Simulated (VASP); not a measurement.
Input of a VASP 6.6.1 run:

The input INCAR:

```
  PREC = Accurate
  ENCUT = 520
  EDIFF = 1E-6
  ISMEAR = -1
  SIGMA = 0.08
  LREAL = False
  LASPH = True
  NELM = 100
  ALGO = Normal
  ISIF = 2
  LWAVE = False
  LCHARG = False
  GGA = PS
  NBANDS = 9
```

The input KPOINTS:

```
Automatic mesh
0
Gamma
  13 13 13
```

POSCAR

```
Te
1.0
    2.3776370739      0.0000000000      0.0000000000
    0.0000000000      2.3776370739      0.0000000000
    0.0000000000      0.0000000000      2.3776370739
Te
1
Direct
    0.0000000000      0.0000000000      0.0000000000
```

Potentials or basis: VASP PAW PBE potentials, release 64 (Te).

Command:

```console
$ cat potpaw_PBE.64/Te/POTCAR > POTCAR
$ mpirun -np 1 vasp_std > vasp.out
```

**Question.** What does it give for the pressure?

**Answer.** 294.2 GPa.

**Question.** What does it give for the band gap on the k mesh?

**Answer.** Zero (band 3 reaches 30.72 eV, above the bottom of band 4 at 20.05 eV).

Caveat: the PAW data sets were made with another functional, which shifts forces and pressure a little; spin-orbit coupling is left out, which moves the levels of the heavy elements.
